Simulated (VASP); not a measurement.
Runs of VASP 6.6.1 on Yb. The structure is that of space group Im-3m (No. 229), or close to it. The cells are those of the table. This isn't the form of Yb at room conditions, which is fcc.

| task | cell | k mesh | cutoff (eV) | gap on the mesh (eV) | pressure (GPa) |
| --- | --- | --- | --- | --- | --- |
| single point | a = 3.590 Å, angles 109.5°, 1 atom | 13 × 13 × 13 | 520 | none | -2.7 |
| single point | a = 3.502 Å, angles 109.5°, 1 atom | 13 × 13 × 13 | 520 | none | -0.8 |
| single point | a = 3.410 Å, angles 109.5°, 1 atom | 13 × 13 × 13 | 520 | none | (b) |
| single point | a = 3.362 Å, angles 109.5°, 1 atom | 13 × 13 × 13 | 520 | none | 1.8 |
| single point | a = 3.457 Å, angles 109.5°, 1 atom | 10 × 10 × 10 | 520 | none | -0.4 |
| relaxation of cell and atoms | relaxed from a = 3.771 Å, angles 109.5°, 1 atom | 10 × 10 × 10 | 600 | none | 0.0 |
| single point | a = 3.312 Å, angles 109.5°, 1 atom | 13 × 13 × 13 | 520 | none | (a) |
| single point | a = 3.457 Å, angles 109.5°, 1 atom | 13 × 13 × 13 | 520 | none | -0.4 |

Alike in all rows: level PBEsol; potentials or basis VASP PAW PBE potentials, release 64 (Yb); no spin polarisation; smearing fermi-dirac 0.1 eV.

Problem. Estimate the missing entries.

Solution. (a) 4.6; (b) 1.1.

Caveats: the PAW data sets were made with another functional, which shifts forces and pressure a little; spin-orbit coupling is left out, which moves the levels of the heavy elements; the cell stands under pressure (at least some runs).

A k mesh can miss the band edges, and the runs leave out spin-orbit coupling on Yb.

A gap of «none» marks levels without a gap at the run's occupations.
